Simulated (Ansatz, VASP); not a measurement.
# KF in VASP and in Ansatz

```
K F
1.0
     3.25895    0.00000    0.00000
     0.00000    3.25895    0.00000
     0.00000    0.00000    3.25895
K F
1 1
Direct
  0.00000 0.00000 0.00000
  0.65342 0.50000 0.50000
```

Alike in both runs: task single point; functional PBE; k mesh 2 × 2 × 2; occupations gaussian, width 0.1 eV; collinear spin.

|  | VASP | Ansatz |
| --- | --- | --- |
| version | VASP 6.6.1 | Ansatz 0.2.0 |
| potentials or method | VASP PAW PBE potentials, release 64 (K_sv, F), cutoff 520 eV | scalar-relativistic, plane waves, PAW |
| valence electrons in the cell | 16 | 16 |

```tsv
	VASP	Ansatz	Ansatz less VASP
gap on the k mesh at the Fermi level (eV)	6.22	6.24	+0.015
least direct gap on the mesh (eV)	6.26	6.28	+0.014
pressure (GPa)	3.8	3.7	-0.08
traceless stress, the component that is largest in VASP (GPa)	-0.28	-0.19	+0.094
rms of the force components (eV/Å)	0.213	0.200	-0.0133
net moment per atom (μB)	0.00	0.00	0.000
```

Atom by atom the forces differ by 0.013 eV/Å (rms over components). Ansatz's warnings: no starting moments, optics gap not shown off mesh.

The k mesh is coarse, so the values compare programs but aren't converged.
